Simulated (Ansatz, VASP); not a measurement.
# GaN in VASP and in Ansatz

```
CELL_PARAMETERS angstrom
0.00000 2.18200 2.18200
2.18200 0.00000 2.18200
2.18200 2.18200 0.00000
ATOMIC_POSITIONS crystal
Ga 0.00000 0.00000 0.00000
N 0.25000 0.25000 0.25000
```

Alike in both runs: task single point; functional LDA; k mesh 10 × 10 × 10; occupations gaussian, width 0.02 eV; no spin polarisation.

```csv
,VASP,Ansatz
version,VASP 6.6.1,Ansatz 0.2.0
potentials or method,"VASP PAW LDA potentials, release 64 (Ga_d, N), cutoff 600 eV","scalar-relativistic, plane waves, PAW"
valence electrons in the cell,18,18
```

```tsv
	VASP	Ansatz	Ansatz less VASP
gap on the k mesh at the Fermi level (eV)	2.38	2.36	-0.015
least direct gap on the mesh (eV)	2.38	2.36	-0.015
pressure (GPa)	15.7	14.4	-1.27
```

LDA's correlation is that of Perdew and Zunger in VASP and of Perdew and Wang (1992) in Ansatz.
